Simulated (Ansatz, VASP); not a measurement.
# S: VASP beside Ansatz

INCAR

```
SYSTEM = S
ALGO = Normal ; EDIFF = 1E-6
ENCUT = 500 ; GGA = CA
GGA_COMPAT = .False. ; ISIF = 2
ISMEAR = -1 ; LASPH = .True.
LCHARG = .True. ; LELF = .True.
LREAL = .False. ; LVHAR = .True.
LWAVE = .False. ; NBANDS = 9
NELM = 120 ; PREC = Accurate
SIGMA = 0.08
```

File KPOINTS:

```
k-points
0
Gamma
  16 16 16
  0 0 0
```

The input POSCAR:

```
S
1.0
    0.0000000000      1.9457338642      1.9457338642
    1.9457338642      0.0000000000      1.9457338642
    1.9457338642      1.9457338642      0.0000000000
S
1
Direct
    0.0000000000      0.0000000000      0.0000000000
```

Input for Ansatz:

```yaml
crystal:
  lattice:
    - [0.0, 1.9457338642, 1.9457338642]
    - [1.9457338642, 0.0, 1.9457338642]
    - [1.9457338642, 1.9457338642, 0.0]
  atoms:
    - { symbol: S, position: [0.0, 0.0, 0.0] }
kpoints:
  mp_grid: { grid: [16, 16, 16] }
scf:
  occupations: { method: fermi_dirac, width: 0.08 }
hamiltonian:
  xc: lda
  pseudopotentials: { kind: all_electron, datasets: crystal }
output:
  forces: true
  stress: true
  eigenvalues: true
```

Change from the starting cell: volume scaled by 1, crystal datasets.

Alike in both runs: task single point; functional LDA; k mesh 16 × 16 × 16; occupations fermi-dirac, width 0.08 eV; no spin polarisation.

```csv
,VASP,Ansatz
version,VASP 6.6.1,Ansatz 0.2.0
potentials or method,"VASP PAW LDA potentials, release 64 (S), cutoff 500 eV","all-electron PAW with datasets made for the crystal, scalar-relativistic"
```

Ansatz gave:

```
pressure (GPa) : 0.1
```

Task: What did VASP give for the same quantities?

Result: Pressure (GPa): -0.1.

LDA's correlation is that of Perdew and Zunger in VASP and of Perdew and Wang (1992) in Ansatz. Ansatz ran all-electron here, and VASP with PAW potentials.
